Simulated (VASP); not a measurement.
# B3C (P6_3/mcm) in VASP: single point with PBE

Aim: the single point of B3C with PBE.

All numbers are computed with VASP 6.6.1; they aren't measurements. Logs are shortened: lines on timing, memory, paths and dates and some standing lists are left out, and cuts for length are marked.

## Step 1: The cell of the first run

The structure is hexagonal, space group P6_3/mcm (No. 193). The conventional cell has a = 3.374 Å, b = 3.374 Å, c = 5.262 Å, α = 90.00°, β = 90.00°, γ = 120.00°. B (site symmetry m2m) has 2 C at 1.74 Å and 6 B at 1.94 to 1.97 Å within 2.3 Å. Within 2.3 Å of C (site symmetry -3m) lie 6 B at 1.74 Å.

## Step 2: Single point, PBE

INCAR

```
SYSTEM = B3C
  PREC = Accurate
  ENCUT = 520
  EDIFF = 1E-6
  ISMEAR = 0
  SIGMA = 0.1
  LREAL = .FALSE.
  LASPH = .TRUE.
  NELM = 60
  ALGO = Normal
  ISIF = 2
  LWAVE = .FALSE.
  LCHARG = .FALSE.
  GGA = PE
  NBANDS = 23
```

KPOINTS

```
Automatic mesh
0
G
  12 12 10
  0 0 0
```

POSCAR

```
B3C
1.0
    3.3743210539      0.0000000000      0.0000000000
   -1.6871605269      2.9222477532      0.0000000000
    0.0000000000      0.0000000000      5.2615237575
B C
6 2
Direct
    0.3362783976      0.3362783976      0.2500000000
    0.0000000000      0.3362783976      0.7500000000
    0.6637216024      0.0000000000      0.2500000000
    0.6637216024      0.6637216024      0.7500000000
    0.0000000000      0.6637216024      0.2500000000
    0.3362783976      0.0000000000      0.7500000000
    0.0000000000      0.0000000000      0.0000000000
    0.0000000000      0.0000000000      0.5000000000
```

Potentials or basis: VASP PAW PBE potentials, release 64 (B, C).

Launch:

```
$ cat potpaw_PBE.64/B/POTCAR potpaw_PBE.64/C/POTCAR > POTCAR
$ mpirun -np 1 vasp_std > vasp.out
```

OUTCAR:

```text
SYSTEM = B3C
   PREC = Accurate
   ENCUT = 520
   EDIFF = 1E-6
   ISMEAR = 0
   LREAL = .FALSE.
   LASPH = .TRUE.
   NELM = 60
   ISIF = 2
   GGA = PE

 ion  position               nearest neighbor table
   1  0.336  0.336  0.250-   7 1.74   8 1.74   3 1.94   5 1.94   3 1.94   5 1.94   5 1.97   3 1.97

   2  0.000  0.336  0.750-   7 1.74   8 1.74   4 1.94   6 1.94   4 1.94   6 1.94   6 1.97   4 1.97

   3  0.664  0.000  0.250-   7 1.74   8 1.74   1 1.94   1 1.94   5 1.94   5 1.94   5 1.97   1 1.97

   4  0.664  0.664  0.750-   7 1.74   8 1.74   6 1.94   2 1.94   6 1.94   2 1.94   2 1.97   6 1.97

   5  0.000  0.664  0.250-   7 1.74   8 1.74   1 1.94   3 1.94   1 1.94   3 1.94   3 1.97   1 1.97

   6  0.336  0.000  0.750-   7 1.74   8 1.74   4 1.94   4 1.94   2 1.94   2 1.94   2 1.97   4 1.97

   7  0.000  0.000  0.000-   2 1.74   5 1.74   3 1.74   6 1.74   1 1.74   4 1.74
   8  0.000  0.000  0.500-   2 1.74   5 1.74   3 1.74   6 1.74   1 1.74   4 1.74

  LATTYP: Found a hexagonal cell.
 ALAT       =     3.3743210539
 C/A-ratio  =     1.5592836821

  Lattice vectors:

 A1 = (   3.3743210539,   0.0000000000,   0.0000000000)
 A2 = (  -1.6871605269,   2.9222477532,   0.0000000000)
 A3 = (   0.0000000000,   0.0000000000,   5.2615237575)

Analysis of symmetry for initial positions (statically):
=====================================================================
 Subroutine PRICEL returns:
 Original cell was already a primitive cell.

 Routine SETGRP: Setting up the symmetry group for a
 hexagonal supercell.

 Subroutine GETGRP returns: Found 24 space group operations
 (whereof 12 operations were pure point group operations)
 out of a pool of 24 trial point group operations.

The static configuration has the point symmetry D_3d.
 The point group associated with its full space group is D_6h.

Analysis of symmetry for dynamics (positions and initial velocities):
=====================================================================
 Subroutine PRICEL returns:
 Original cell was already a primitive cell.

 Routine SETGRP: Setting up the symmetry group for a
 hexagonal supercell.

 Subroutine GETGRP returns: Found 24 space group operations
 (whereof 12 operations were pure point group operations)
 out of a pool of 24 trial point group operations.

The dynamic configuration has the point symmetry D_3d.
 The point group associated with its full space group is D_6h.

 Subroutine INISYM returns: Found 24 space group operations
 (whereof 12 operations are pure point group operations),
 and found     1 'primitive' translations

----------------------------------------------------------------------------------------

                                     Primitive cell

  volume of cell :      51.8818

  direct lattice vectors                    reciprocal lattice vectors
     3.374321054  0.000000000  0.000000000     0.296355914  0.171101167  0.000000000
    -1.687160527  2.922247753  0.000000000     0.000000000  0.342202333  0.000000000
     0.000000000  0.000000000  5.261523758     0.000000000  0.000000000  0.190059011

  length of vectors
     3.374321054  3.374321054  5.261523758     0.342202333  0.342202333  0.190059011

  position of ions in fractional coordinates (direct lattice)
     0.336278398  0.336278398  0.250000000
     0.000000000  0.336278398  0.750000000
     0.663721602  0.000000000  0.250000000
     0.663721602  0.663721602  0.750000000
     0.000000000  0.663721602  0.250000000
     0.336278398  0.000000000  0.750000000
     0.000000000  0.000000000  0.000000000
     0.000000000  0.000000000  0.500000000

  ion indices of the primitive-cell ions
   primitive index   ion index
                 1           1
                 2           2
                 3           3
                 4           4
                 5           5
                 6           6
                 7           7
                 8           8

----------------------------------------------------------------------------------------

 KPOINTS: Automatic mesh

Automatic generation of k-mesh.
 Grid dimensions read from file:
 generate k-points for:   12   12   10

 Generating k-lattice:

  Cartesian coordinates                     Fractional coordinates (reciprocal lattice)
     0.024696326  0.014258431  0.000000000     0.083333333  0.000000000  0.000000000
     0.000000000  0.028516861  0.000000000     0.000000000  0.083333333  0.000000000
     0.000000000  0.000000000  0.019005901     0.000000000  0.000000000  0.100000000

  Length of vectors
     0.028516861  0.028516861  0.019005901

  Shift w.r.t. Gamma in fractional coordinates (k-lattice)
     0.000000000  0.000000000  0.000000000

 Subroutine IBZKPT returns following result:
 ===========================================

 Found    114 irreducible k-points:

 Following reciprocal coordinates:
            Coordinates               Weight
  0.000000  0.000000  0.000000      1.000000
  0.083333 -0.000000  0.000000      6.000000
  0.166667  0.000000  0.000000      6.000000
  0.250000  0.000000  0.000000      6.000000
  0.333333  0.000000  0.000000      6.000000
  0.416667 -0.000000  0.000000      6.000000
[... 16 lines left out ...]
  0.250000  0.000000  0.100000     12.000000
  0.333333  0.000000  0.100000     12.000000
 [... further k-points ...]
   k-points           NKPTS =    114   k-points in BZ     NKDIM =    114   number of bands    NBANDS=     23
   number of dos      NEDOS =    301   number of ions     NIONS =      8
   total plane-waves  NPLWV =  31360
   dimension x,y,z NGX =    28 NGY =   28 NGZ =   40
   dimension x,y,z NGXF=    56 NGYF=   56 NGZF=   80
   ions per type =               6   2
   NGX,Y,Z   is equivalent  to a cutoff of  13.80, 13.80, 12.64 a.u.
   NGXF,Y,Z  is equivalent  to a cutoff of  27.59, 27.59, 25.28 a.u.
 SYSTEM =  B3C
   PREC   = accura    normal or accurate (medium, high low for compatibility)
   ISTART =      0    job   : 0-new  1-cont  2-samecut
   ICHARG =      2    charge: 1-file 2-atom 10-const
   ISPIN  =      1    spin polarized calculation?
   LNONCOLLINEAR =      F non collinear calculations
   LSORBIT =      F    spin-orbit coupling
   LASPH  =      T    aspherical Exc in radial PAW
   ENCUT  =  520.0 eV  38.22 Ry    6.18 a.u.   6.27  6.27  9.78*2*pi/ulx,y,z
   NELM   =     60;   NELMIN=  2; NELMDL= -5     # of ELM steps
   EDIFF  = 0.1E-05   stopping-criterion for ELM
   LREAL  =      F    real-space projection
   EDIFFG = 0.1E-04   stopping-criterion for IOM
   NSW    =      0    number of steps for IOM
   IBRION =     -1    ionic relax: 0-MD 1-quasi-New 2-CG
   NFREE  =      0    steps in history (QN), initial steepest desc. (CG)
   ISIF   =      2    stress and relaxation
   ISYM   =      2    0-nonsym 1-usesym 2-fastsym
   POTIM  = 0.5000    time-step for ionic-motion
   TEBEG  =    0.0;   TEEND  =   0.0 temperature during run
   PSTRESS=    0.0 pullay stress
   NELECT =      26.0000    total number of electrons
   NUPDOWN=      -1.0000    fix difference up-down
   EMIN   =  10.00;   EMAX   =-10.00  energy-range for DOS
   EFERMI =   0.00;   METHOD = LEGACY
   ISMEAR =     0;   SIGMA  =   0.10  broadening in eV -4-tet -1-fermi 0-gaus
   EFERMI_NEDOS =   21; number of points for ismear=-14 and -15
   IALGO  =     38    algorithm
   IMIX   =      4    mixing-type and parameters
     AMIX     =   0.40;   BMIX     =  1.00
     AMIX_MAG =   1.60;   BMIX_MAG =  1.00
  volume/ion in A,a.u.               =       6.49        43.76
  Fermi-wavevector in a.u.,A,eV,Ry     =   1.300352  2.457309 23.006303  1.690916
  Thomas-Fermi vector in A             =   2.431557
   LORBIT       =      0    0 simple, 1 ext, 2 COOP (PROOUT), +10 PAW based schemes
   GGA     = PE    functional components
   LHFCALC =     F    Hartree Fock is set to
   AEXX    =    0.0000 exact exchange contribution
   IVDW    =     0    specifies the selected vdW correction
   LEPSILON=     F    determine dielectric tensor
   LRPA    =     F    only Hartree local field effects (RPA)
 non-spin polarized calculation
 Gauss-broadening in eV      SIGMA  =   0.10
  energy-cutoff  :      520.00
  volume of cell :       51.88
 maximum number of plane-waves:      1423
 NGX is ok and might be reduce to    28
   NGX = 13   NGY = 13   NGZ = 19

 number of electron      26.0000001 magnetization

 Free energy of the ion-electron system (eV)
  ---------------------------------------------------
  ext. energy  EPLUGINS =         0.00000000
  ---------------------------------------------------
  free energy    TOTEN  =       -49.58313752 eV

  energy without entropy =      -49.57297506  energy(sigma->0) =      -49.57805629

 E-fermi :   9.2401     XC(G=0): -12.4281

 val. band max:        9.2344071705   @ k =   0.2500   0.0000   0.3000
 cond. band min:       9.2505985014   @ k =   0.4167   0.1667   0.4000
 fundamental gap:      0.0161913309
 Fermi energy:         9.2400827975

 k-point     1 :       0.0000    0.0000    0.0000
  band No.  band energies     occupation
      1     -10.4513      2.00000
      2      -6.5739      2.00000
      3      -5.8385      2.00000
      4       1.7490      2.00000
      5       2.1006      2.00000
      6       2.1006      2.00000
[... 15 lines left out ...]
     22      12.8026      0.00000
     23      17.4594      0.00000

 k-point     2 :       0.0833   -0.0000    0.0000
  band No.  band energies     occupation
      1     -10.3739      2.00000
      2      -6.5069      2.00000
      3      -5.7568      2.00000
      4       0.4509      2.00000
      5       1.9286      2.00000
      6       2.7732      2.00000
[... 15 lines left out ...]
     22      12.8595      0.00000
     23      17.3739      0.00000

 k-point     3 :       0.1667    0.0000    0.0000
  band No.  band energies     occupation
      1     -10.1467      2.00000
      2      -6.3112      2.00000
      3      -5.5178      2.00000
      4      -0.9747      2.00000
      5       1.4479      2.00000
      6       1.8625      2.00000
[... 15 lines left out ...]
     22      13.1754      0.00000
     23      17.3635      0.00000

 k-point     4 :       0.2500    0.0000    0.0000
  band No.  band energies     occupation
      1      -9.7883      2.00000
      2      -6.0053      2.00000
      3      -5.1441      2.00000
      4      -2.3183      2.00000
      5       0.6524      2.00000
      6       1.1480      2.00000
[... 15 lines left out ...]
     22      14.8254      0.00000
     23      17.8275      0.00000

 k-point     5 :       0.3333    0.0000    0.0000
  band No.  band energies     occupation
      1      -9.3440      2.00000
      2      -5.6332      2.00000
      3      -4.6884      2.00000
      4      -3.4972      2.00000
      5      -0.2335      2.00000
      6       0.6727      2.00000
[... 15 lines left out ...]
     22      16.5301      0.00000
     23      18.6330      0.00000

 k-point     6 :       0.4167   -0.0000    0.0000
  band No.  band energies     occupation
      1      -8.9215      2.00000
      2      -5.2901      2.00000
      3      -4.3733      2.00000
      4      -4.2663      2.00000
      5      -0.9217      2.00000
      6       0.3789      2.00000
[... 15 lines left out ...]
     22      17.7037      0.00000
     23      18.2467      0.00000

 k-point     7 :       0.5000    0.0000    0.0000
  band No.  band energies     occupation
      1      -8.7304      2.00000
      2      -5.1400      2.00000
      3      -4.7176      2.00000
      4      -4.0807      2.00000
      5      -1.1918      2.00000
      6       0.2791      2.00000
[... 353 lines left out ...]
     22      12.8187      0.00000
     23      17.2253      0.00000

 k-point    21 :       0.0833   -0.0000    0.1000
  band No.  band energies     occupation
      1     -10.3314      2.00000
      2      -7.0085      2.00000
      3      -5.1777      2.00000
      4       0.4845      2.00000
      5       1.9613      2.00000
      6       2.6613      2.00000
[... 15 lines left out ...]
     22      12.8542      0.00000
     23      17.1787      0.00000

 k-point    22 :       0.1667    0.0000    0.1000
  band No.  band energies     occupation
      1     -10.1044      2.00000
      2      -6.7983      2.00000
      3      -4.9534      2.00000
      4      -0.9373      2.00000
      5       1.4234      2.00000
      6       1.7422      2.00000
[... 15 lines left out ...]
     22      13.4211      0.00000
     23      17.2718      0.00000

 k-point    23 :       0.2500    0.0000    0.1000
  band No.  band energies     occupation
      1      -9.7462      2.00000
      2      -6.4701      2.00000
      3      -4.6024      2.00000
      4      -2.2787      2.00000
      5       0.4689      2.00000
      6       1.1308      2.00000
[... 15 lines left out ...]
     22      14.8131      0.00000
     23      17.8094      0.00000

 k-point    24 :       0.3333    0.0000    0.1000
  band No.  band energies     occupation
      1      -9.3023      2.00000
      2      -6.0707      2.00000
      3      -4.1746      2.00000
      4      -3.4560      2.00000
      5      -0.4875      2.00000
      6       0.6796      2.00000
[... 15 lines left out ...]
     22      16.3207      0.00000
     23      18.5294      0.00000

 [... further k-points ...]
[... 5 lines left out ...]
  --------------------------------------------------------------------------------------
  -------------------------------------------------------------------------------------
  Total       -0.0140017     -0.0140017      0.0418597     -0.0000000     -0.0000000      0.0000000
  in kB       -0.4323892     -0.4323892      1.2926818     -0.0000000     -0.0000000      0.0000000
  external PRESSURE =       0.1426345 kB  Pullay stress =       0.0000000 kB

 VOLUME and BASIS-vectors are now :
 -----------------------------------------------------------------------------
  energy-cutoff  :      520.00
  volume of cell :       51.88
      direct lattice vectors                 reciprocal lattice vectors
     3.374321054  0.000000000  0.000000000     0.296355914  0.171101167  0.000000000
    -1.687160527  2.922247753  0.000000000     0.000000000  0.342202333  0.000000000
     0.000000000  0.000000000  5.261523758     0.000000000  0.000000000  0.190059011

 POSITION                                       TOTAL-FORCE (eV/Angst)
 -----------------------------------------------------------------------------------
      0.56736      0.98269      1.31538         0.002211      0.003830     -0.000000
     -0.56736      0.98269      3.94614        -0.002211      0.003830     -0.000000
      2.23961      0.00000      1.31538        -0.004422     -0.000000     -0.000000
      1.11980      1.93956      3.94614        -0.002211     -0.003830      0.000000
     -1.11980      1.93956      1.31538         0.002211     -0.003830      0.000000
      1.13471      0.00000      3.94614         0.004422     -0.000000      0.000000
      0.00000      0.00000      0.00000         0.000000     -0.000000     -0.000000
      0.00000      0.00000      2.63076         0.000000     -0.000000     -0.000000
 -----------------------------------------------------------------------------------
    total drift:                               -0.000000     -0.000000      0.000000

  FREE ENERGIE OF THE ION-ELECTRON SYSTEM (eV)
  ---------------------------------------------------
  free  energy   TOTEN  =       -49.5831375201 eV

  energy  without entropy=      -49.5729750629  energy(sigma->0) =      -49.57805629
```

It took 89 s on 1 thread of Intel Xeon Platinum 8124M at 3.00GHz (Skylake/Cascade Lake), shared host; peak memory 0.24 GiB.

What came out:

- Free energy: -49.5831 eV
- Pressure: 0.0 GPa
- Largest force: 0.004 eV/Å
- Band gap on the k mesh: zero (band 13 reaches 11.31 eV, above the bottom of band 14 at 6.82 eV)

Forces in eV/Å, atoms in the order of the input:
```
B    0.002  0.004  0.000
B   -0.002  0.004  0.000
B   -0.004  0.000  0.000
B   -0.002 -0.004  0.000
B    0.002 -0.004  0.000
B    0.004  0.000  0.000
C    0.000  0.000  0.000
C    0.000  0.000  0.000
```
